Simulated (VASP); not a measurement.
Write the native input for VASP 6.6.1 that does the following.

```
Task                   : single point
Functional             : r2SCAN
Potentials or basis    : VASP PAW PBE potentials, release 64 (Zr_sv)
Cutoff                 : 520 eV
k mesh                 : 9 × 9 × 5
Occupations            : methfessel-paxton, width 0.02 eV
Spin                   : no spin polarisation
Dipole correction      : no
Further INCAR settings : ALGO = Normal; EDIFF = 1e-06; NBANDS = 19
```

Zr:

```
Zr
1.0
     3.23672    0.00000    0.00000
    -1.61836    2.80308    0.00000
     0.00000    0.00000    5.17287
Zr
2
Direct
  0.33333 0.66667 0.25000
  0.66667 0.33333 0.75000
```

The input as run:

POSCAR

```
Zr
1.0
    3.2367161324      0.0000000000      0.0000000000
   -1.6183580662      2.8030783955      0.0000000000
    0.0000000000      0.0000000000      5.1728690658
Zr
2
Direct
    0.3333333333      0.6666666667      0.2500000000
    0.6666666667      0.3333333333      0.7500000000
```

INCAR.step1

```
SYSTEM = Zr
ALGO = Normal ; EDIFF = 1E-4
ENCUT = 520 ; GGA = PE
ISMEAR = 1 ; LASPH = .TRUE.
LCHARG = .FALSE. ; LREAL = .FALSE.
LWAVE = .TRUE. ; NBANDS = 19
NELM = 80 ; PREC = Accurate
SIGMA = 0.02
```

INCAR.step2

```
SYSTEM = Zr
ALGO = Normal ; EDIFF = 1E-6
ENCUT = 520 ; ISIF = 2
ISMEAR = 1 ; ISTART = 1
LASPH = .TRUE. ; LCHARG = .TRUE.
LELF = .TRUE. ; LMIXTAU = .TRUE.
LREAL = .FALSE. ; LVHAR = .TRUE.
LWAVE = .FALSE. ; METAGGA = R2SCAN
NBANDS = 19 ; NELM = 80
PREC = Accurate ; SIGMA = 0.02
```

KPOINTS

```
k-points
0
G
  9 9 5
  0 0 0
```

Potentials or basis: VASP PAW PBE potentials, release 64 (Zr_sv).

Command:

```console
$ cat potpaw_PBE.64/Zr_sv/POTCAR > POTCAR
$ cp INCAR.step1 INCAR
$ mpirun -np 1 vasp_std > vasp.out
$ cp INCAR.step2 INCAR
$ mpirun -np 1 vasp_std > vasp.out
```

It gave:

The pressure is 0.0 GPa and the band gap on the k mesh is zero (bands 12 and 13 overlap by 1.31 eV).

Caveat: the PAW data sets were made with another functional, which shifts forces and pressure a little.

It took 32 s on 1 thread of Intel(R) Xeon(R) 6975P-C (Granite Rapids), with other jobs on the host, peak memory 0.17 GiB.
